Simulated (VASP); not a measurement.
# Sn (I4/mmm) in VASP: notebook, part 2 of 2

VASP 6.6.1.

## Step 5: Single point, revPBE

INCAR

```
SYSTEM = Sn
PREC     = Accurate       ! precision mode
ENCUT    = 520            ! plane-wave cutoff, eV
EDIFF    = 1E-6           ! SCF threshold, eV
ISMEAR   = -1             ! smearing method
SIGMA    = 0.05           ! smearing width, eV
LREAL    = .FALSE.        ! projectors in reciprocal space
LASPH    = .TRUE.         ! aspherical terms in the spheres
NELM     = 60             ! most SCF steps
ALGO     = Normal         ! electronic algorithm
ISIF     = 2              ! what is computed and relaxed
LWAVE    = .FALSE.        ! write WAVECAR
LCHARG   = .FALSE.        ! write CHGCAR
GGA      = RE             ! functional
NBANDS   = 13             ! bands
```

KPOINTS

```
regular mesh
0
G
  10 10 10
  0 0 0
```

POSCAR

```
Sn
1.0
   -2.0291894110      2.0291894110      1.6607599896
    2.0291894110     -2.0291894110      1.6607599896
    2.0291894110      2.0291894110     -1.6607599896
Sn
1
Direct
    0.0000000000      0.0000000000      0.0000000000
```

Potentials or basis: VASP PAW PBE potentials, release 64 (Sn_d).

Run with:

```bash
$ cat potpaw_PBE.64/Sn_d/POTCAR > POTCAR
$ mpirun -np 1 vasp_std > vasp.out
```

OUTCAR:

```text
SYSTEM = Sn
   PREC = Accurate
   ENCUT = 520
   EDIFF = 1E-6
   ISMEAR = -1
   LREAL = .FALSE.
   LASPH = .TRUE.
   NELM = 60
   ISIF = 2
   GGA = RE

 ion  position               nearest neighbor table
   1  0.000  0.000  0.000-

  LATTYP: Found a body centered tetragonal cell.
 ALAT       =     4.0583788220
 C/A-ratio  =     0.8184351745

  Lattice vectors:

 A1 = (  -2.0291894110,   2.0291894110,   1.6607599896)
 A2 = (   2.0291894110,  -2.0291894110,   1.6607599896)
 A3 = (   2.0291894110,   2.0291894110,  -1.6607599896)

Analysis of symmetry for initial positions (statically):
=====================================================================
 Subroutine PRICEL returns:
 Original cell was already a primitive cell.

 Routine SETGRP: Setting up the symmetry group for a
 body centered tetragonal supercell.

 Subroutine GETGRP returns: Found 16 space group operations
 (whereof 16 operations were pure point group operations)
 out of a pool of 16 trial point group operations.

The static configuration has the point symmetry D_4h.

Analysis of symmetry for dynamics (positions and initial velocities):
=====================================================================
 Subroutine PRICEL returns:
 Original cell was already a primitive cell.

 Routine SETGRP: Setting up the symmetry group for a
 body centered tetragonal supercell.

 Subroutine GETGRP returns: Found 16 space group operations
 (whereof 16 operations were pure point group operations)
 out of a pool of 16 trial point group operations.

The dynamic configuration has the point symmetry D_4h.

 Subroutine INISYM returns: Found 16 space group operations
 (whereof 16 operations are pure point group operations),
 and found     1 'primitive' translations

----------------------------------------------------------------------------------------

                                     Primitive cell

  volume of cell :      27.3534

  direct lattice vectors                    reciprocal lattice vectors
    -2.029189411  2.029189411  1.660759990     0.000000000  0.246403809  0.301066983
     2.029189411 -2.029189411  1.660759990     0.246403809  0.000000000  0.301066983
     2.029189411  2.029189411 -1.660759990     0.246403809  0.246403809  0.000000000

  length of vectors
     3.315621069  3.315621069  3.315621069     0.389045197  0.389045197  0.348467608

  position of ions in fractional coordinates (direct lattice)
     0.000000000  0.000000000  0.000000000

  ion indices of the primitive-cell ions
   primitive index   ion index
                 1           1

----------------------------------------------------------------------------------------

 KPOINTS: regular mesh

Automatic generation of k-mesh.
 Grid dimensions read from file:
 generate k-points for:   10   10   10

 Generating k-lattice:

  Cartesian coordinates                     Fractional coordinates (reciprocal lattice)
     0.000000000  0.024640381  0.030106698     0.100000000 -0.000000000  0.000000000
     0.024640381  0.000000000  0.030106698    -0.000000000  0.100000000  0.000000000
     0.024640381  0.024640381  0.000000000     0.000000000  0.000000000  0.100000000

  Length of vectors
     0.038904520  0.038904520  0.034846761

  Shift w.r.t. Gamma in fractional coordinates (k-lattice)
     0.000000000  0.000000000  0.000000000

 Subroutine IBZKPT returns following result:
 ===========================================

 Found    102 irreducible k-points:

 Following reciprocal coordinates:
            Coordinates               Weight
  0.000000  0.000000  0.000000      1.000000
  0.100000  0.000000  0.000000      8.000000
  0.200000  0.000000  0.000000      8.000000
  0.300000  0.000000  0.000000      8.000000
  0.400000  0.000000  0.000000      8.000000
  0.500000  0.000000  0.000000      4.000000
[... 16 lines left out ...]
  0.300000  0.300000  0.000000      8.000000
  0.400000  0.300000  0.000000     16.000000
 [... further k-points ...]
   k-points           NKPTS =    102   k-points in BZ     NKDIM =    102   number of bands    NBANDS=     13
   number of dos      NEDOS =    301   number of ions     NIONS =      1
   total plane-waves  NPLWV =  21952
   dimension x,y,z NGX =    28 NGY =   28 NGZ =   28
   dimension x,y,z NGXF=    56 NGYF=   56 NGZF=   56
   ions per type =               1
   NGX,Y,Z   is equivalent  to a cutoff of  14.04, 14.04, 14.04 a.u.
   NGXF,Y,Z  is equivalent  to a cutoff of  28.08, 28.08, 28.08 a.u.
 SYSTEM =  Sn
   PREC   = accura    normal or accurate (medium, high low for compatibility)
   ISTART =      0    job   : 0-new  1-cont  2-samecut
   ICHARG =      2    charge: 1-file 2-atom 10-const
   ISPIN  =      1    spin polarized calculation?
   LNONCOLLINEAR =      F non collinear calculations
   LSORBIT =      F    spin-orbit coupling
   LASPH  =      T    aspherical Exc in radial PAW
   ENCUT  =  520.0 eV  38.22 Ry    6.18 a.u.   6.16  6.16  6.16*2*pi/ulx,y,z
   NELM   =     60;   NELMIN=  2; NELMDL= -5     # of ELM steps
   EDIFF  = 0.1E-05   stopping-criterion for ELM
   LREAL  =      F    real-space projection
   EDIFFG = 0.1E-04   stopping-criterion for IOM
   NSW    =      0    number of steps for IOM
   IBRION =     -1    ionic relax: 0-MD 1-quasi-New 2-CG
   NFREE  =      0    steps in history (QN), initial steepest desc. (CG)
   ISIF   =      2    stress and relaxation
   ISYM   =      2    0-nonsym 1-usesym 2-fastsym
   POTIM  = 0.5000    time-step for ionic-motion
   TEBEG  =    0.0;   TEEND  =   0.0 temperature during run
   PSTRESS=    0.0 pullay stress
   NELECT =      14.0000    total number of electrons
   NUPDOWN=      -1.0000    fix difference up-down
   EMIN   =  10.00;   EMAX   =-10.00  energy-range for DOS
   EFERMI =   0.00;   METHOD = LEGACY
   ISMEAR =    -1;   SIGMA  =   0.05  broadening in eV -4-tet -1-fermi 0-gaus
   EFERMI_NEDOS =   21; number of points for ismear=-14 and -15
   IALGO  =     38    algorithm
   IMIX   =      4    mixing-type and parameters
     AMIX     =   0.40;   BMIX     =  1.00
     AMIX_MAG =   1.60;   BMIX_MAG =  1.00
  volume/ion in A,a.u.               =      27.35       184.59
  Fermi-wavevector in a.u.,A,eV,Ry     =   1.309524  2.474642 23.331997  1.714853
  Thomas-Fermi vector in A             =   2.440117
   LORBIT       =      0    0 simple, 1 ext, 2 COOP (PROOUT), +10 PAW based schemes
   GGA     = RE    functional components
   LHFCALC =     F    Hartree Fock is set to
   AEXX    =    0.0000 exact exchange contribution
   IVDW    =     0    specifies the selected vdW correction
   LEPSILON=     F    determine dielectric tensor
   LRPA    =     F    only Hartree local field effects (RPA)
 non-spin polarized calculation
  energy-cutoff  :      520.00
  volume of cell :       27.35
 maximum number of plane-waves:       754
 NGX is ok and might be reduce to    28
   NGX = 13   NGY = 13   NGZ = 13

 number of electron      14.0000001 magnetization

 Free energy of the ion-electron system (eV)
  ---------------------------------------------------
  ext. energy  EPLUGINS =         0.00000000
  ---------------------------------------------------
  free energy    TOTEN  =        -3.46790913 eV

  energy without entropy =       -3.46326954  energy(sigma->0) =       -3.46558934

 E-fermi :   8.0356     XC(G=0): -10.2713

 val. band max:        8.0168497771   @ k =  -0.2000  -0.3000   0.2000
 cond. band min:       8.1551251787   @ k =   0.4000   0.3000   0.1000
 fundamental gap:      0.1382754016
 Fermi energy:         8.0355738717

 k-point     1 :       0.0000    0.0000    0.0000
  band No.  band energies     occupation
      1     -13.5504      2.00000
      2     -13.4754      2.00000
      3     -13.4754      2.00000
      4     -13.4729      2.00000
      5     -13.3610      2.00000
      6      -2.9650      2.00000
      7      14.8620      0.00000
      8      14.8620      0.00000
      9      17.4481      0.00000
     10      18.2897      0.00000
     11      19.4467      0.00000
     12      20.5738      0.00000
     13      20.5738      0.00000
[... 353 lines left out ...]
 k-point    24 :       0.4000    0.3000    0.0000
  band No.  band energies     occupation
      1     -13.5228      2.00000
      2     -13.4433      2.00000
      3     -13.4183      2.00000
      4     -13.3882      2.00000
      5     -13.3671      2.00000
      6       2.0887      2.00000
      7       5.4892      2.00000
      8       6.9829      2.00000
      9      12.5200      0.00000
     10      17.1772      0.00000
     11      19.2936      0.00000
     12      23.9916      0.00000
     13      24.4028      0.00000

 [... further k-points ...]
[... 5 lines left out ...]
  --------------------------------------------------------------------------------------
  -------------------------------------------------------------------------------------
  Total        0.2390501      0.2390501      0.4869634      0.0000000     -0.0000000      0.0000000
  in kB       14.0019152     14.0019152     28.5229806      0.0000000     -0.0000000      0.0000000
  external PRESSURE =      18.8422703 kB  Pullay stress =       0.0000000 kB

 VOLUME and BASIS-vectors are now :
 -----------------------------------------------------------------------------
  energy-cutoff  :      520.00
  volume of cell :       27.35
      direct lattice vectors                 reciprocal lattice vectors
    -2.029189411  2.029189411  1.660759990     0.000000000  0.246403809  0.301066983
     2.029189411 -2.029189411  1.660759990     0.246403809  0.000000000  0.301066983
     2.029189411  2.029189411 -1.660759990     0.246403809  0.246403809  0.000000000

 POSITION                                       TOTAL-FORCE (eV/Angst)
 -----------------------------------------------------------------------------------
      0.00000      0.00000      0.00000        -0.000000     -0.000000      0.000000
 -----------------------------------------------------------------------------------
    total drift:                               -0.000000     -0.000000     -0.000000

  FREE ENERGIE OF THE ION-ELECTRON SYSTEM (eV)
  ---------------------------------------------------
  free  energy   TOTEN  =        -3.4679091319 eV

  energy  without entropy=       -3.4632695394  energy(sigma->0) =       -3.46558934
```

Run time: 16 s. Hardware: 1 thread of Intel Xeon Platinum 8559C (Emerald Rapids), shared host; peak memory 0.17 GiB.

Results:

| Property | Result |
| --- | --- |
| Free energy | -3.4679 eV |
| Pressure | 1.9 GPa |
| Band gap on the k mesh | zero (band 7 reaches 14.86 eV, above the bottom of band 8 at 6.03 eV) |

Stress tensor (GPa, compression positive):
```
1.40 0.00 0.00
0.00 1.40 0.00
0.00 0.00 2.85
```

Levels at points of the mesh, in eV from the Fermi level:
| k point | band 4 | band 5 | band 6 | band 7 | band 8 | band 9 | band 10 | band 11 |
| --- | --- | --- | --- | --- | --- | --- | --- | --- |
| (0.00, 0.00, 0.00) | -21.51 | -21.40 | -11.00 | 6.83 | 6.83 | 9.41 | 10.25 | 11.41 |
| (0.50, 0.00, 0.00) | -21.37 | -21.35 | -5.70 | -4.13 | 3.12 | 4.38 | 7.20 | 7.37 |
| (0.50, 0.50, 0.00) | -21.44 | -21.35 | -7.22 | -4.65 | 5.85 | 7.81 | 10.39 | 10.94 |
| (0.50, 0.50, 0.50) | -21.37 | -21.34 | -3.32 | -1.53 | -1.53 | 2.57 | 3.05 | 6.09 |

Caveat: the PAW data sets were made with another functional, which shifts forces and pressure a little; spin-orbit coupling is left out, which moves the levels of the heavy elements.

## Step 6: Single point, PBE

This run uses another cell than the first one, of 27.81 Å³/atom, 1.017 times its volume.

INCAR

```
PREC     = Accurate       # precision mode
ENCUT    = 520            # plane-wave cutoff, eV
EDIFF    = 1E-6           # SCF threshold, eV
ISMEAR   = -1             # smearing method
SIGMA    = 0.05           # smearing width, eV
LREAL    = False          # projectors in reciprocal space
LASPH    = True           # aspherical terms in the spheres
NELM     = 60             # most SCF steps
ALGO     = Normal         # electronic algorithm
ISIF     = 2              # what is computed and relaxed
LWAVE    = False          # write WAVECAR
LCHARG   = True           # write CHGCAR
GGA      = PE             # functional
LELF     = True           # ELF
LVHAR    = True         
NBANDS   = 13             # bands
```

KPOINTS

```
Automatic mesh
0
Gamma
  10 10 10
```

POSCAR

```
Sn
1.0
   -2.0319933067      2.0319933067      1.6837941514
    2.0319933067     -2.0319933067      1.6837941514
    2.0319933067      2.0319933067     -1.6837941514
Sn
1
Direct
    0.0000000000      0.0000000000      0.0000000000
```

Potentials or basis: VASP PAW PBE potentials, release 64 (Sn_d).

Run with:

```bash
$ cat potpaw_PBE.64/Sn_d/POTCAR > POTCAR
$ mpirun -np 1 vasp_std > vasp.out
```

It took 19 s on 1 thread of Intel Xeon Platinum 8559C (Emerald Rapids), shared host; peak memory 0.17 GiB.

Results (log left out):

```yaml
Free_energy: -3.7812 eV
Pressure: -0.1 GPa
Band_gap_on_the_k_mesh: zero (band 7 reaches 14.55 eV, above the bottom of band 8 at 5.78 eV)
```

Levels at points of the mesh, in eV from the Fermi level:
| k point | band 5 | band 6 | band 7 | band 8 | band 9 | band 10 |
| --- | --- | --- | --- | --- | --- | --- |
| (0.00, 0.00, 0.00) | -21.34 | -10.89 | 6.79 | 6.79 | 9.05 | 10.33 |
| (0.50, 0.00, 0.00) | -21.30 | -5.78 | -4.06 | 3.08 | 4.38 | 7.17 |
| (0.50, 0.50, 0.00) | -21.30 | -7.15 | -4.54 | 5.56 | 7.54 | 10.10 |
| (0.50, 0.50, 0.50) | -21.29 | -3.34 | -1.43 | -1.43 | 2.32 | 3.15 |

Caveat: spin-orbit coupling is left out, which moves the levels of the heavy elements.

## Step 7: Summary

| level | potentials or basis | cell | smearing | gap on the mesh (eV) | pressure (GPa) |
| --- | --- | --- | --- | --- | --- |
| PBE | VASP PAW PBE potentials, release 64 (Sn_d) | a = 3.316 Å, angles 104.5, 104.5, 119.9°, 1 atom | gaussian 0.011 eV | none | 0.8 |
| LDA | VASP PAW LDA potentials, release 64 (Sn_d) | a = 3.316 Å, angles 104.5, 104.5, 119.9°, 1 atom | fermi-dirac 0.05 eV | none | -3.2 |
| RPBE | VASP PAW PBE potentials, release 64 (Sn_d) | a = 3.316 Å, angles 104.5, 104.5, 119.9°, 1 atom | fermi-dirac 0.05 eV | none | 2.3 |
| revPBE | VASP PAW PBE potentials, release 64 (Sn_d) | a = 3.316 Å, angles 104.5, 104.5, 119.9°, 1 atom | fermi-dirac 0.05 eV | none | 1.9 |
| PBE | VASP PAW PBE potentials, release 64 (Sn_d) | a = 3.331 Å, angles 104.8, 104.8, 119.3°, 1 atom | fermi-dirac 0.05 eV | none | -0.1 |

Alike in all rows: task single point; no spin polarisation; k mesh 10 × 10 × 10; cutoff (eV) 520.

Caveats: spin-orbit coupling is left out, which moves the levels of the heavy elements; the PAW data sets were made with another functional, which shifts forces and pressure a little (some runs).

Absolute energies hang on the potentials; compare differences alone.
